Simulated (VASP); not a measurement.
# F (P6_3/mmc) in VASP: single point with r2SCAN

Aim: the single point of F with r2SCAN.

All numbers are computed with VASP 6.6.1; they aren't measurements. Logs are shortened: lines on timing, memory, paths and dates and some standing lists are left out, and cuts for length are marked.

**1. The cell of the first run**

Symmetry: P6_3/mmc, No. 194, hexagonal system. The conventional cell has a = 2.509 Å, b = 2.509 Å, c = 4.097 Å, α = 90.00°, β = 90.00°, γ = 120.00°. F (site symmetry -6m2) has 12 F at 2.51 Å within 3.3 Å.

**2. Single point, r2SCAN**

POSCAR

```
F
1.0
    1.2544770000      2.1728160000      0.0000000000
   -1.2544770000      2.1728160000      0.0000000000
    0.0000000000      0.0000000000      4.0968130000
F
2
Direct
    0.3333300000      0.3333400000      0.2500000000
    0.6666600000      0.6666700000      0.7500000000
```

INCAR.step1

```
PREC     = Accurate       # precision mode
ENCUT    = 520            # plane-wave cutoff, eV
ISMEAR   = -1             # smearing method
SIGMA    = 0.1            # smearing width, eV
LREAL    = False          # projectors in reciprocal space
LASPH    = True           # aspherical terms in the spheres
NELM     = 80             # most SCF steps
NBANDS   = 14             # bands
GGA      = PE             # functional
ALGO     = Normal         # electronic algorithm
EDIFF    = 1E-4           # SCF threshold, eV
LWAVE    = True           # write WAVECAR
LCHARG   = False          # write CHGCAR
```

INCAR.step2

```
PREC     = Accurate       # precision mode
ENCUT    = 520            # plane-wave cutoff, eV
EDIFF    = 1E-7           # SCF threshold, eV
ISMEAR   = -1             # smearing method
SIGMA    = 0.1            # smearing width, eV
LREAL    = False          # projectors in reciprocal space
LASPH    = True           # aspherical terms in the spheres
NELM     = 80             # most SCF steps
ALGO     = Normal         # electronic algorithm
ISIF     = 2              # what is computed and relaxed
LWAVE    = False          # write WAVECAR
LCHARG   = False          # write CHGCAR
METAGGA  = R2SCAN         # meta-GGA
LMIXTAU  = True         
NBANDS   = 14             # bands
ISTART   = 1
```

KPOINTS

```
Automatic mesh
0
Gamma
  15 15 8
```

Potentials or basis: VASP PAW PBE potentials, release 64 (F).

Command:

```console
$ cat potpaw_PBE.64/F/POTCAR > POTCAR
$ cp INCAR.step1 INCAR
$ mpirun -np 1 vasp_std > vasp.out
$ cp INCAR.step2 INCAR
$ mpirun -np 1 vasp_std > vasp.out
```

OUTCAR:

```text
PREC = Accurate
   ENCUT = 520
   EDIFF = 1E-7
   ISMEAR = -1
   LREAL = False
   LASPH = True
   NELM = 80
   ISIF = 2
   METAGGA = R2SCAN
   ISTART = 1

 ion  position               nearest neighbor table
   1  0.333  0.333  0.250-
   2  0.667  0.667  0.750-

  LATTYP: Found a hexagonal cell.
 ALAT       =     2.5089523537
 C/A-ratio  =     1.6328779596

  Lattice vectors:

 A1 = (   1.2544770000,  -2.1728160000,   0.0000000000)
 A2 = (   1.2544770000,   2.1728160000,   0.0000000000)
 A3 = (   0.0000000000,   0.0000000000,   4.0968130000)

Analysis of symmetry for initial positions (statically):
=====================================================================
 Subroutine PRICEL returns:
 Original cell was already a primitive cell.

 Routine SETGRP: Setting up the symmetry group for a
 hexagonal supercell.

 Subroutine GETGRP returns: Found  8 space group operations
 (whereof  2 operations were pure point group operations)
 out of a pool of 24 trial point group operations.

The static configuration has the point symmetry C_2 .
 The point group associated with its full space group is D_2h.

Analysis of symmetry for dynamics (positions and initial velocities):
=====================================================================
 Subroutine PRICEL returns:
 Original cell was already a primitive cell.

 Routine SETGRP: Setting up the symmetry group for a
 hexagonal supercell.

 Subroutine GETGRP returns: Found  8 space group operations
 (whereof  2 operations were pure point group operations)
 out of a pool of 24 trial point group operations.

The dynamic configuration has the point symmetry C_2 .
 The point group associated with its full space group is D_2h.

 Subroutine INISYM returns: Found  8 space group operations
 (whereof  2 operations are pure point group operations),
 and found     1 'primitive' translations

----------------------------------------------------------------------------------------

                                     Primitive cell

  volume of cell :      22.3338

  direct lattice vectors                    reciprocal lattice vectors
     1.254477000  2.172816000  0.000000000     0.398572473  0.230116126  0.000000000
    -1.254477000  2.172816000  0.000000000    -0.398572473  0.230116126  0.000000000
     0.000000000  0.000000000  4.096813000     0.000000000  0.000000000  0.244092176

  length of vectors
     2.508952354  2.508952354  4.096813000     0.460231950  0.460231950  0.244092176

  position of ions in fractional coordinates (direct lattice)
     0.333330000  0.333340000  0.250000000
     0.666660000  0.666670000  0.750000000

  ion indices of the primitive-cell ions
   primitive index   ion index
                 1           1
                 2           2

----------------------------------------------------------------------------------------

 KPOINTS: Automatic mesh

Automatic generation of k-mesh.
 Grid dimensions read from file:
 generate k-points for:   15   15    8

 Generating k-lattice:

  Cartesian coordinates                     Fractional coordinates (reciprocal lattice)
     0.026571498  0.015341075  0.000000000     0.066666667  0.000000000  0.000000000
    -0.026571498  0.015341075  0.000000000     0.000000000  0.066666667  0.000000000
     0.000000000  0.000000000  0.030511522     0.000000000  0.000000000  0.125000000

  Length of vectors
     0.030682130  0.030682130  0.030511522

  Shift w.r.t. Gamma in fractional coordinates (k-lattice)
     0.000000000  0.000000000  0.000000000

 Subroutine IBZKPT returns following result:
 ===========================================

 Found    320 irreducible k-points:

 Following reciprocal coordinates:
            Coordinates               Weight
  0.000000  0.000000  0.000000      1.000000
  0.066667  0.000000  0.000000      4.000000
  0.066667  0.066667  0.000000      2.000000
  0.133333  0.000000  0.000000      4.000000
  0.133333  0.133333  0.000000      2.000000
  0.200000  0.000000  0.000000      4.000000
[... 16 lines left out ...]
 -0.066667  0.200000  0.000000      4.000000
  0.333333  0.066667  0.000000      4.000000
 [... further k-points ...]
   k-points           NKPTS =    320   k-points in BZ     NKDIM =    320   number of bands    NBANDS=     14
   number of dos      NEDOS =    301   number of ions     NIONS =      2
   total plane-waves  NPLWV =  12000
   dimension x,y,z NGX =    20 NGY =   20 NGZ =   30
   dimension x,y,z NGXF=    40 NGYF=   40 NGZF=   60
   ions per type =               2
   NGX,Y,Z   is equivalent  to a cutoff of  13.25, 13.25, 12.17 a.u.
   NGXF,Y,Z  is equivalent  to a cutoff of  26.50, 26.50, 24.35 a.u.
 SYSTEM =  unknown system
   PREC   = accura    normal or accurate (medium, high low for compatibility)
   ISTART =      1    job   : 0-new  1-cont  2-samecut
   ICHARG =      0    charge: 1-file 2-atom 10-const
   ISPIN  =      1    spin polarized calculation?
   LNONCOLLINEAR =      F non collinear calculations
   LSORBIT =      F    spin-orbit coupling
   LASPH  =      T    aspherical Exc in radial PAW
   ENCUT  =  520.0 eV  38.22 Ry    6.18 a.u.   4.66  4.66  7.62*2*pi/ulx,y,z
   NELM   =     80;   NELMIN=  2; NELMDL=  0     # of ELM steps
   EDIFF  = 0.1E-06   stopping-criterion for ELM
   LREAL  =      F    real-space projection
   EDIFFG = 0.1E-05   stopping-criterion for IOM
   NSW    =      0    number of steps for IOM
   IBRION =     -1    ionic relax: 0-MD 1-quasi-New 2-CG
   NFREE  =      0    steps in history (QN), initial steepest desc. (CG)
   ISIF   =      2    stress and relaxation
   ISYM   =      2    0-nonsym 1-usesym 2-fastsym
   POTIM  = 0.5000    time-step for ionic-motion
   TEBEG  =    0.0;   TEEND  =   0.0 temperature during run
   PSTRESS=    0.0 pullay stress
   NELECT =      14.0000    total number of electrons
   NUPDOWN=      -1.0000    fix difference up-down
   EMIN   =  10.00;   EMAX   =-10.00  energy-range for DOS
   EFERMI =   0.00;   METHOD = LEGACY
   ISMEAR =    -1;   SIGMA  =   0.10  broadening in eV -4-tet -1-fermi 0-gaus
   EFERMI_NEDOS =   21; number of points for ismear=-14 and -15
   IALGO  =     38    algorithm
   IMIX   =      4    mixing-type and parameters
     AMIX     =   0.40;   BMIX     =  1.00
     AMIX_MAG =   1.60;   BMIX_MAG =  1.00
  volume/ion in A,a.u.               =      11.17        75.36
  Fermi-wavevector in a.u.,A,eV,Ry     =   1.401082  2.647661 26.708658  1.963031
  Thomas-Fermi vector in A             =   2.523979
   LORBIT       =      0    0 simple, 1 ext, 2 COOP (PROOUT), +10 PAW based schemes
   METAGGA = R2SCAN    functional components
   LHFCALC =     F    Hartree Fock is set to
   AEXX    =    0.0000 exact exchange contribution
   IVDW    =     0    specifies the selected vdW correction
   LEPSILON=     F    determine dielectric tensor
   LRPA    =     F    only Hartree local field effects (RPA)
 non-spin polarized calculation
  energy-cutoff  :      520.00
  volume of cell :       22.33
 maximum number of plane-waves:       616
   NGX =  9   NGY =  9   NGZ = 15

 number of electron      13.9999998 magnetization

 Free energy of the ion-electron system (eV)
  ---------------------------------------------------
  ext. energy  EPLUGINS =         0.00000000
  ---------------------------------------------------
  free energy    TOTEN  =        -3.71808111 eV

  energy without entropy =       -3.51300509  energy(sigma->0) =       -3.61554310

 E-fermi :  -4.9927     XC(G=0): -10.3093

 val. band max:       -4.9958464933   @ k =  -0.0667   0.2667   0.2500
 cond. band min:      -4.9920451333   @ k =   0.3333   0.3333   0.2500
 fundamental gap:      0.0038013600
 Fermi energy:        -4.9927444089

 k-point     1 :       0.0000    0.0000    0.0000
  band No.  band energies     occupation
      1     -27.2937      2.00000
      2     -26.0664      2.00000
      3      -8.3368      2.00000
      4      -4.8942      0.54361
      5      -4.8942      0.54355
      6      -4.5394      0.02127
      7      -4.5394      0.02126
      8      -4.5299      0.01936
      9       8.9953      0.00000
     10      16.0590      0.00000
     11      17.0593      0.00000
     12      28.8848      0.00000
     13      28.8848      0.00000
     14      29.5185      0.00000

 k-point     2 :       0.0667    0.0000    0.0000
  band No.  band energies     occupation
      1     -27.2513      2.00000
      2     -26.0446      2.00000
      3      -8.2789      2.00000
      4      -5.0310      1.18878
      5      -4.9340      0.71453
      6      -4.6842      0.08739
      7      -4.5501      0.02362
      8      -4.5442      0.02229
      9       9.2079      0.00000
     10      16.2551      0.00000
     11      17.0394      0.00000
     12      26.9181      0.00000
     13      28.9859      0.00000
     14      30.4757      0.00000

 k-point     3 :       0.0667    0.0667    0.0000
  band No.  band energies     occupation
      1     -27.2513      2.00000
      2     -26.0446      2.00000
      3      -8.2789      2.00000
      4      -5.0310      1.18882
      5      -4.9340      0.71449
      6      -4.6841      0.08738
      7      -4.5501      0.02362
      8      -4.5442      0.02229
      9       9.2079      0.00000
     10      16.2551      0.00000
     11      17.0394      0.00000
     12      26.9181      0.00000
     13      28.9860      0.00000
     14      30.4757      0.00000
[... 324 lines left out ...]
 k-point    23 :      -0.0667    0.2000    0.0000
  band No.  band energies     occupation
      1     -26.8002      2.00000
      2     -25.8419      2.00000
      3      -7.6427      2.00000
      4      -6.3302      2.00000
      5      -5.9499      1.99986
      6      -5.2599      1.87060
      7      -4.7423      0.15116
      8      -4.7368      0.14360
      9      11.3228      0.00000
     10      16.8604      0.00000
     11      18.0998      0.00000
     12      21.4524      0.00000
     13      25.6862      0.00000
     14      26.7831      0.00000

 k-point    24 :       0.3333    0.0667    0.0000
  band No.  band energies     occupation
      1     -26.5585      2.00000
      2     -25.7585      2.00000
      3      -7.2801      2.00000
      4      -6.9586      2.00000
      5      -6.4067      2.00000
      6      -5.4537      1.98029
      7      -4.8811      0.49318
      8      -4.8295      0.32699
      9      12.4267      0.00000
     10      16.7967      0.00000
     11      18.8303      0.00000
     12      19.8532      0.00000
     13      24.6832      0.00000
     14      24.8593      0.00000

 [... further k-points ...]
[... 5 lines left out ...]
  --------------------------------------------------------------------------------------
  -------------------------------------------------------------------------------------
  Total       -1.1154703     -1.1153434     -1.1736442      0.0000000     -0.0000000      0.0000000
  in kB      -80.0215215    -80.0124199    -84.1947928      0.0000000     -0.0000000      0.0000000
  external PRESSURE =     -81.4095781 kB  Pullay stress =       0.0000000 kB

 VOLUME and BASIS-vectors are now :
 -----------------------------------------------------------------------------
  energy-cutoff  :      520.00
  volume of cell :       22.33
      direct lattice vectors                 reciprocal lattice vectors
     1.254477000  2.172816000  0.000000000     0.398572473  0.230116126  0.000000000
    -1.254477000  2.172816000  0.000000000    -0.398572473  0.230116126  0.000000000
     0.000000000  0.000000000  4.096813000     0.000000000  0.000000000  0.244092176

 POSITION                                       TOTAL-FORCE (eV/Angst)
 -----------------------------------------------------------------------------------
     -0.00001      1.44855      1.02420         0.000000      0.000023     -0.000000
     -0.00001      2.89708      3.07261         0.000000     -0.000023      0.000000
 -----------------------------------------------------------------------------------
    total drift:                                0.000000     -0.000000     -0.000000

  FREE ENERGIE OF THE ION-ELECTRON SYSTEM (eV)
  ---------------------------------------------------
  free  energy   TOTEN  =        -3.7180811084 eV

  energy  without entropy=       -3.5130050869  energy(sigma->0) =       -3.61554310
```

It took 2 min on 1 thread of Intel Xeon 6975P-C (Granite Rapids), shared host; peak memory 0.18 GiB.

Results:

| Item | Value |
| --- | --- |
| Free energy | -3.7181 eV |
| Pressure | -8.1 GPa |
| Band gap on the k mesh | zero (band 7 reaches -4.54 eV, above the bottom of band 8 at -5.82 eV) |

Stress tensor (GPa, compression positive):
```
-8.00  0.00  0.00
 0.00 -8.00  0.00
 0.00  0.00 -8.42
```

Levels at points of the mesh, in eV from the Fermi level:
```
           k point  band 3  band 4  band 5  band 6  band 7  band 8  band 9  band 10  band 11  band 12
(0.00, 0.00, 0.00)   -3.34    0.10    0.10    0.45    0.45    0.46   13.99    21.05    22.05    33.88
(0.00, 0.00, 0.50)   -1.56   -1.56    0.28    0.28    0.28    0.28   16.73    16.73    27.71    27.71
```

Caveat: the PAW data sets were made with another functional, which shifts forces and pressure a little.
